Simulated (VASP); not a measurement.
Write the native input for VASP 6.6.1 that does the following.

```
Task                               : single point
Functional                         : HSE06
Potentials or basis                : VASP PAW PBE potentials, release 64 (Sn_d, Si)
Cutoff                             : 520 eV
k mesh                             : 1 × 1 × 1
Occupations                        : fermi-dirac, width 0.05 eV
Spin                               : no spin polarisation
Dipole correction                  : no
Grid for exact exchange (PRECFOCK) : Fast
Further INCAR settings             : LREAL = Auto; ALGO = Normal; EDIFF = 1e-07; NBANDS = 206
Share of exact exchange            : 0.25
Screening parameter                : 0.2079 1/Å
```

The system is Si7Sn.

```
Sn Si
1.0
    11.14005    0.00000    0.00000
     0.00000   11.14005    0.00000
     0.00000    0.00000   11.14005
Sn Si
8 56
Direct
  0.98592 0.99199 0.00718
  0.12702 0.14720 0.12617
  0.24262 0.73576 0.00757
  0.39781 0.87681 0.12663
  0.25183 0.00165 0.27293
  0.38736 0.61121 0.86237
  0.86147 0.13712 0.86230
  0.12463 0.87404 0.85006
  0.99689 0.99850 0.50276
  0.99598 0.49555 0.00038
  0.99869 0.49939 0.49795
  0.51475 0.01265 0.98638
  0.50397 0.00191 0.49868
  0.51138 0.49165 0.00965
  0.49933 0.49931 0.50078
  0.12902 0.12831 0.61699
  0.10982 0.61017 0.13918
  0.12131 0.62021 0.61913
  0.62667 0.12807 0.12632
  0.62413 0.12393 0.62207
  0.62965 0.62010 0.12864
  0.62753 0.62557 0.62235
  0.26313 0.26439 0.98639
  0.25243 0.25370 0.49890
  0.24892 0.74654 0.50282
  0.74221 0.26117 0.00981
  0.74971 0.24901 0.50076
  0.74597 0.74563 0.00036
  0.74991 0.74833 0.49808
  0.37833 0.37638 0.12646
  0.37434 0.37390 0.62234
  0.37870 0.87867 0.61707
  0.87062 0.37932 0.12894
  0.87595 0.37717 0.62239
  0.86043 0.85957 0.13923
  0.87064 0.87101 0.61929
  0.26304 0.01271 0.73486
  0.24844 0.49564 0.25332
  0.24203 0.49210 0.73642
  0.74587 0.99823 0.25327
  0.74236 0.99183 0.73631
  0.75035 0.50006 0.25303
  0.74922 0.49887 0.75093
  0.38777 0.13747 0.38830
  0.38237 0.13196 0.86731
  0.37396 0.62217 0.37692
  0.87255 0.12361 0.37689
  0.87092 0.62053 0.37919
  0.87246 0.62208 0.87547
  0.98849 0.26299 0.26145
  0.00960 0.25870 0.73869
  0.99136 0.74107 0.25866
  0.98744 0.73700 0.73509
  0.50153 0.25120 0.25098
  0.50432 0.25386 0.74649
  0.51358 0.73786 0.26150
  0.50910 0.75918 0.73873
  0.12427 0.37609 0.37908
  0.12618 0.37909 0.87038
  0.11293 0.86253 0.38739
  0.62558 0.37522 0.37531
  0.62602 0.37554 0.87761
  0.62662 0.87378 0.37905
  0.62954 0.87582 0.87032
```

One way to write it, as run:

POSCAR

```
Si7Sn
1.0
   11.1400450000      0.0000000000      0.0000000000
    0.0000000000     11.1400450000      0.0000000000
    0.0000000000      0.0000000000     11.1400450000
Sn Si
8 56
Direct
    0.9859210000      0.9919860000      0.0071820000
    0.1270200000      0.1472000000      0.1261680000
    0.2426200000      0.7357560000      0.0075740000
    0.3978060000      0.8768140000      0.1266320000
    0.2518310000      0.0016490000      0.2729260000
    0.3873630000      0.6112080000      0.8623720000
    0.8614670000      0.1371210000      0.8622950000
    0.1246300000      0.8740440000      0.8500610000
    0.9968930000      0.9985020000      0.5027630000
    0.9959810000      0.4955460000      0.0003760000
    0.9986910000      0.4993860000      0.4979550000
    0.5147530000      0.0126520000      0.9863780000
    0.5039720000      0.0019130000      0.4986770000
    0.5113770000      0.4916510000      0.0096470000
    0.4993350000      0.4993070000      0.5007840000
    0.1290220000      0.1283130000      0.6169880000
    0.1098180000      0.6101730000      0.1391760000
    0.1213130000      0.6202070000      0.6191350000
    0.6266670000      0.1280700000      0.1263150000
    0.6241280000      0.1239300000      0.6220730000
    0.6296520000      0.6200960000      0.1286390000
    0.6275300000      0.6255740000      0.6223520000
    0.2631340000      0.2643930000      0.9863920000
    0.2524310000      0.2536960000      0.4988970000
    0.2489200000      0.7465410000      0.5028220000
    0.7422080000      0.2611690000      0.0098130000
    0.7497120000      0.2490090000      0.5007630000
    0.7459660000      0.7456320000      0.0003610000
    0.7499080000      0.7483320000      0.4980770000
    0.3783300000      0.3763810000      0.1264630000
    0.3743400000      0.3738970000      0.6223380000
    0.3787020000      0.8786680000      0.6170680000
    0.8706240000      0.3793230000      0.1289440000
    0.8759540000      0.3771730000      0.6223940000
    0.8604270000      0.8595700000      0.1392350000
    0.8706440000      0.8710090000      0.6192870000
    0.2630400000      0.0127140000      0.7348630000
    0.2484380000      0.4956370000      0.2533210000
    0.2420320000      0.4920950000      0.7364150000
    0.7458740000      0.9982350000      0.2532720000
    0.7423620000      0.9918320000      0.7363110000
    0.7503480000      0.5000600000      0.2530280000
    0.7492160000      0.4988690000      0.7509270000
    0.3877660000      0.1374680000      0.3883030000
    0.3823710000      0.1319570000      0.8673060000
    0.3739640000      0.6221680000      0.3769220000
    0.8725510000      0.1236050000      0.3768880000
    0.8709180000      0.6205290000      0.3791930000
    0.8724630000      0.6220770000      0.8754730000
    0.9884870000      0.2629910000      0.2614550000
    0.0095970000      0.2586980000      0.7386950000
    0.9913600000      0.7410720000      0.2586570000
    0.9874400000      0.7369960000      0.7350920000
    0.5015320000      0.2511960000      0.2509750000
    0.5043220000      0.2538590000      0.7464900000
    0.5135800000      0.7378560000      0.2615040000
    0.5090960000      0.7591770000      0.7387300000
    0.1242740000      0.3760880000      0.3790800000
    0.1261800000      0.3790940000      0.8703820000
    0.1129340000      0.8625300000      0.3873900000
    0.6255790000      0.3752250000      0.3753060000
    0.6260160000      0.3755400000      0.8776130000
    0.6266210000      0.8737780000      0.3790510000
    0.6295400000      0.8758160000      0.8703180000
```

INCAR.step1

```
SYSTEM = Si7Sn
ALGO     = Normal         ! electronic algorithm
EDIFF    = 1E-5           ! SCF threshold, eV
ENCUT    = 520            ! plane-wave cutoff, eV
GGA      = PE             ! functional
ISIF     = 2              ! what is computed and relaxed
ISMEAR   = -1             ! smearing method
LASPH    = .True.         ! aspherical terms in the spheres
LCHARG   = .False.        ! write CHGCAR
LREAL    = Auto         
LUSENCCL = .False.      
LWAVE    = .True.         ! write WAVECAR
NBANDS   = 206            ! bands
NELM     = 80             ! most SCF steps
PREC     = Accurate       ! precision mode
SIGMA    = 0.05           ! smearing width, eV
```

INCAR.step2

```
SYSTEM = Si7Sn
ALGO     = Normal         ! electronic algorithm
EDIFF    = 1E-7           ! SCF threshold, eV
ENCUT    = 520            ! plane-wave cutoff, eV
GGA      = PE             ! functional
HFSCREEN = 0.2079         ! screening, 1/A
ISIF     = 2              ! what is computed and relaxed
ISMEAR   = -1             ! smearing method
ISTART   = 1            
LASPH    = .True.         ! aspherical terms in the spheres
LCHARG   = .False.        ! write CHGCAR
LHFCALC  = .True.         ! exact exchange
LREAL    = Auto         
LUSENCCL = .False.      
LWAVE    = .False.        ! write WAVECAR
NBANDS   = 206            ! bands
NELM     = 80             ! most SCF steps
PREC     = Accurate       ! precision mode
PRECFOCK = Fast         
SIGMA    = 0.05           ! smearing width, eV
```

KPOINTS

```
k-points
0
Gamma
  1 1 1
  0 0 0
```

Potentials or basis: VASP PAW PBE potentials, release 64 (Sn_d, Si).

Launch:

```bash
$ cat potpaw_PBE.64/Sn_d/POTCAR potpaw_PBE.64/Si/POTCAR > POTCAR
$ cp INCAR.step1 INCAR
$ mpirun -np 1 vasp_gam > vasp.out
$ cp INCAR.step2 INCAR
$ mpirun -np 1 vasp_gam > vasp.out
```

It gave:

```json
{"Pressure": "0.4 GPa", "Largest force": "0.089 eV/Å", "Band gap on the k mesh": "0.71 eV"}
```

Caveat: the k points lie up to 0.56 Å⁻¹ apart; the PAW data sets were made with another functional, which shifts forces and pressure a little; spin-orbit coupling is left out, which moves the levels of the heavy elements; an odd mesh through Γ misses points on the zone boundary, where band edges can lie.

It took 4.7 min on 1 × NVIDIA H100 80GB with 1 thread of Intel(R) Xeon(R) Platinum 8481C CPU @ 2.70GHz (Sapphire Rapids), on a shared host, peak memory 1.6 GiB.
